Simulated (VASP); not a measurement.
Si3Ru:

```
CELL_PARAMETERS angstrom
0.00000 2.96777 2.96777
2.96777 0.00000 2.96777
2.96777 2.96777 0.00000
ATOMIC_POSITIONS crystal
Si 0.25000 0.25000 0.25000
Si 0.75000 0.75000 0.75000
Si 0.50000 0.50000 0.50000
Ru 0.00000 0.00000 0.00000
```

The cell was built from a structure type or drawn by symmetry, and may not be a known phase.

```yaml
Program: VASP 6.6.1
Task: relaxation of cell and atoms
Functional: PBE
Potentials_or_basis: VASP PAW PBE potentials, release 64 (Si, Ru_pv)
Cutoff: 600 eV
k_mesh: 6 × 6 × 6
Occupations: gaussian, width 0.1 eV
Spin: no spin polarisation
```

At the start: pressure 6.4 GPa; volume 13.07 Å³/atom.

Question: Where does the relaxation end?

Answer: Over 3 steps the energy falls by 9.1 meV/atom and the volume is 13.55 Å³/atom (+3.6 %); space group Fm-3m (No. 225, to 0.1 Å) before and after.

Step by step:
| step | energy change (eV) | largest force (eV/Å) | pressure (GPa) | volume (Å³) |
| --- | --- | --- | --- | --- |
| 1 | 0.0000 | 0.0000 | 6.42 | 52.28 |
| 2 | 0.0048 | 0.0000 | -5.85 | 56.34 |
| 3 | -0.0366 | 0.0000 | -0.02 | 54.18 |

Final structure:
```
Si Ru
1.0
     0.00000    3.00338    3.00338
     3.00338    0.00000    3.00338
     3.00338    3.00338    0.00000
Si Ru
3 1
Direct
  0.25000 0.25000 0.25000
  0.75000 0.75000 0.75000
  0.50000 0.50000 0.50000
  0.00000 0.00000 0.00000
```
